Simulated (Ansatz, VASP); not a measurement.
## Mo: VASP beside Ansatz

```
Mo
1.0
    -1.55750    1.55750    1.55750
     1.55750   -1.55750    1.55750
     1.55750    1.55750   -1.55750
Mo
1
Direct
  0.00000 0.00000 0.00000
```

Alike in both runs: task single point; functional LDA; k mesh 18 × 18 × 18; occupations methfessel-paxton of order 1, width 0.1 eV; no spin polarisation.

|  | VASP | Ansatz |
| --- | --- | --- |
| version | VASP 6.6.1 | Ansatz 0.2.0 |
| potentials or method | VASP PAW LDA potentials, release 64 (Mo_sv) | scalar-relativistic, plane waves, PAW |
| plane-wave cutoff (eV) | 520 | 420 |
| valence electrons in the cell | 14 | 14 |

VASP gave:

```
gap on the k mesh at the Fermi level (eV) : none
pressure (GPa)                            : 0.1
```

Task: What did Ansatz give for the same quantities?

Result: gap on the k mesh at the Fermi level (eV): none; pressure (GPa): -1.1.

LDA's correlation is that of Perdew and Zunger in VASP and of Perdew and Wang (1992) in Ansatz. A gap of «none» marks a metal or a gap that the smearing closes.
